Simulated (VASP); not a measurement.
# FeO (Fm-3m) in VASP: further runs, part 2 of 2

VASP 6.6.1. Earlier steps stand in the parts before.

### 4 Single point, RPBE+D3(BJ), collinear spin, ferromagnetic start

This run uses another cell than the first one, of 9.46 Å³/atom.

INCAR

```
PREC     = Accurate       # precision mode
ENCUT    = 520            # plane-wave cutoff, eV
EDIFF    = 1E-6           # SCF threshold, eV
ISMEAR   = -1             # smearing method
SIGMA    = 0.05           # smearing width, eV
LREAL    = False          # projectors in reciprocal space
LASPH    = True           # aspherical terms in the spheres
NELM     = 150            # most SCF steps
ALGO     = Normal         # electronic algorithm
ISIF     = 2              # what is computed and relaxed
LWAVE    = False          # write WAVECAR
LCHARG   = False          # write CHGCAR
ISPIN    = 2              # spin polarisation
MAGMOM   = 3 0            # initial moments
LORBIT   = 11             # projections on sites
LMAXMIX  = 4              # l up to which the mixer works
GGA      = RP             # functional
IVDW     = 12             # dispersion correction
NBANDS   = 18             # bands
```

KPOINTS

```
Automatic mesh
0
Gamma
  11 11 11
```

POSCAR

```
FeO
1.0
    0.0000000000      2.1151843141      2.1151843141
    2.1151843141      0.0000000000      2.1151843141
    2.1151843141      2.1151843141      0.0000000000
Fe O
1 1
Direct
    0.0000000000      0.0000000000      0.0000000000
    0.5000000000      0.5000000000      0.5000000000
```

Started as:

```bash
cat potpaw_PBE.64/Fe/POTCAR potpaw_PBE.64/O/POTCAR > POTCAR
mpirun -np 1 vasp_std > vasp.out
```

It took 69 s on 1 thread of Intel Xeon 8259CL, shared host; peak memory 0.18 GiB.

It converged, with:

- Free energy: -15.8914 eV
- Pressure: 0.3 GPa
- Band gap on the k mesh: zero (filled and empty bands overlap)
- Net moment: 4.00 μB per cell
- Site moments: Fe +3.62; O +0.31 μB
- Valence electrons inside the program's atomic spheres: Fe 6.82; O 5.04
- Dispersion energy per atom: -0.923 eV

Levels at points of the mesh, in eV from the Fermi level:
Spin up:
```tsv
k point	band 5	band 6	band 7	band 8	band 9	band 10	band 11	band 12	band 13	band 14
(0.00, 0.00, 0.00)	-4.01	-4.01	-4.01	-3.77	-3.77	0.42	15.70	17.53	17.53	17.53
```
Spin down:
```tsv
k point	band 3	band 4	band 5	band 6	band 7	band 8
(0.00, 0.00, 0.00)	-3.45	-3.45	-0.81	-0.81	-0.81	0.22
```

Caveat: the PAW data sets were made with another functional, which shifts forces and pressure a little; a cell with one magnetic atom can't hold antiferromagnetic order, which such compounds often take; semilocal functionals often make such compounds metallic where correlation or magnetic order opens a gap, which also shifts bond lengths.

### 5 Single point, PBEsol+D4, collinear spin, ferromagnetic start

This run uses another cell than the first one, of 9.82 Å³/atom.

INCAR

```
SYSTEM = FeO
PREC = Accurate
ENCUT = 520
EDIFF = 1E-6
ISMEAR = -1
SIGMA = 0.05
LREAL = .False.
LASPH = .True.
NELM = 150
ALGO = Normal
ISIF = 2
LWAVE = .False.
LCHARG = .True.
ISPIN = 2
MAGMOM = 3 0
LORBIT = 11
LMAXMIX = 4
GGA = PS
IVDW = 13
LELF = .True.
LVHAR = .True.
NBANDS = 18
```

KPOINTS

```
regular mesh
0
Gamma
  11 11 11
  0 0 0
```

POSCAR

```
FeO
1.0
    0.0000000000      2.1417278356      2.1417278356
    2.1417278356      0.0000000000      2.1417278356
    2.1417278356      2.1417278356      0.0000000000
Fe O
1 1
Direct
    0.0000000000      0.0000000000      0.0000000000
    0.5000000000      0.5000000000      0.5000000000
```

Started as:

```bash
cat potpaw_PBE.64/Fe/POTCAR potpaw_PBE.64/O/POTCAR > POTCAR
mpirun -np 1 vasp_std > vasp.out
```

Wall time 73 s (1 thread of Intel Xeon 8259CL, shared host); peak memory 0.17 GiB.

It converged, with:

```yaml
Free_energy: -16.2507 eV
Pressure: 0.3 GPa
Band_gap_on_the_k_mesh: zero (filled and empty bands overlap)
Net_moment: 4.00 μB per cell
Site_moments: Fe +3.61; O +0.31 μB
Valence_electrons_inside_the_program's_atomic_spheres: Fe 6.78; O 4.98
Dispersion_energy_per_atom: -0.196 eV
```

Levels at points of the mesh, in eV from the Fermi level:
Spin up:
```
           k point  band 5  band 6  band 7  band 8  band 9  band 10  band 11  band 12  band 13  band 14
(0.00, 0.00, 0.00)   -3.90   -3.90   -3.90   -3.66   -3.66     0.10    15.30    17.03    17.03    17.03
```
Spin down:
```tsv
k point	band 2	band 3	band 4	band 5	band 6	band 7	band 8	band 9
(0.00, 0.00, 0.00)	-3.30	-3.30	-3.30	-0.77	-0.77	-0.77	0.11	0.11
```

Caveat: the PAW data sets were made with another functional, which shifts forces and pressure a little; a cell with one magnetic atom can't hold antiferromagnetic order, which such compounds often take; semilocal functionals often make such compounds metallic where correlation or magnetic order opens a gap, which also shifts bond lengths.

### 6 Summary

```tsv
task	level	cell	k mesh	cutoff (eV)	smearing	grid for exact exchange (PRECFOCK)	share of exact exchange	gap on the mesh (eV)	pressure (GPa)	moment (μB)
relaxation of cell and atoms	SVWN5	relaxed from a = 3.048 Å, angles 60.0°, 2 atoms	11 × 11 × 11	600	methfessel-paxton 0.01 eV	-	-	none	0.1	2.94
single point	r2SCANh	a = 3.068 Å, angles 60.0°, 2 atoms	6 × 6 × 6	520	fermi-dirac 0.05 eV	Normal	0.1	none	-11.2	4.01
single point	RPBE+D3(BJ)	a = 2.991 Å, angles 60.0°, 2 atoms	11 × 11 × 11	520	fermi-dirac 0.05 eV	-	-	none	0.3	4.00
single point	PBEsol+D4	a = 3.029 Å, angles 60.0°, 2 atoms	11 × 11 × 11	520	fermi-dirac 0.05 eV	-	-	none	0.3	4.00
```

Alike in all rows: potentials or basis VASP PAW PBE potentials, release 64 (Fe, O); spin collinear, ferromagnetic start.

Caveats: some runs use coarse meshes; the PAW data sets were made with another functional, which shifts forces and pressure a little; a cell with one magnetic atom can't hold antiferromagnetic order, which such compounds often take; semilocal functionals often make such compounds metallic where correlation or magnetic order opens a gap, which also shifts bond lengths (at least some runs).

Absolute energies hang on the potentials; compare differences alone.

### 7 Comparison with measurements

Step 4. Against the measured gap of FeO, 2.4 eV (optical; quoted in “W\"ustite: Electric, thermodynamic and optical properties of FeO”, 2012, arxiv:1203.1201), the calculated 0.00 eV is off by -2.40 eV. So large a miss can be the level of theory's own, or it may mean another phase, state or a wrong row. The value is that of RPBE+D3(BJ) on a finite k mesh, which can miss the band edges, without temperature or zero-point motion. Semilocal functionals fall short of measured gaps as a rule. The run's magnetic order (collinear spin, ferromagnetic start) needn't be the measured crystal's.

Step 5. A measured gap of FeO is 2.4 eV (optical; quoted in “W\"ustite: Electric, thermodynamic and optical properties of FeO”, 2012, arxiv:1203.1201); the calculated 0.00 eV misses it by -2.40 eV. So large a miss can be the level of theory's own, or it may mean another phase, state or a wrong row. The value is that of PBEsol+D4 on a finite k mesh, which can miss the band edges, without temperature or zero-point motion. Semilocal functionals fall short of measured gaps as a rule. The run's magnetic order (collinear spin, ferromagnetic start) needn't be the measured crystal's.
